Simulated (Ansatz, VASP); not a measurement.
C in VASP and in Ansatz

```xyz
2
Lattice="0.0000 1.7591 1.7591 1.7591 0.0000 1.7591 1.7591 1.7591 0.0000" Properties=species:S:1:pos:R:3 pbc="T T T"
C     0.0000    0.0000    0.0000
C     0.8795    0.8795    0.8795
```

Change from the starting cell: strained cell.

Alike in both runs: functional PBEsol; k mesh 10 × 10 × 10; occupations gaussian, width 0.02 eV; no spin polarisation.

Ansatz relaxed the structure, and its values are those at the end. VASP's run is a single point on that final structure, the one shown.

|  | VASP | Ansatz |
| --- | --- | --- |
| version | VASP 6.6.1 | Ansatz 0.2.0 |
| potentials or method | VASP PAW PBE potentials, release 64 (C), cutoff 600 eV | scalar-relativistic, plane waves, PAW |
| valence electrons in the cell | 8 | 8 |

VASP gave:

- gap on the k mesh at the Fermi level (eV): 4.13
- least direct gap on the mesh (eV): 5.65
- pressure (GPa): 14.9

Question: Estimate Ansatz's values.

Answer: gap on the k mesh at the Fermi level (eV): 4.14; least direct gap on the mesh (eV): 5.65; pressure (GPa): 14.4.

VASP's potentials were made for PBE, not for PBEsol, and Ansatz warns of the same on its side. Ansatz's warnings: stress scf threshold loose.
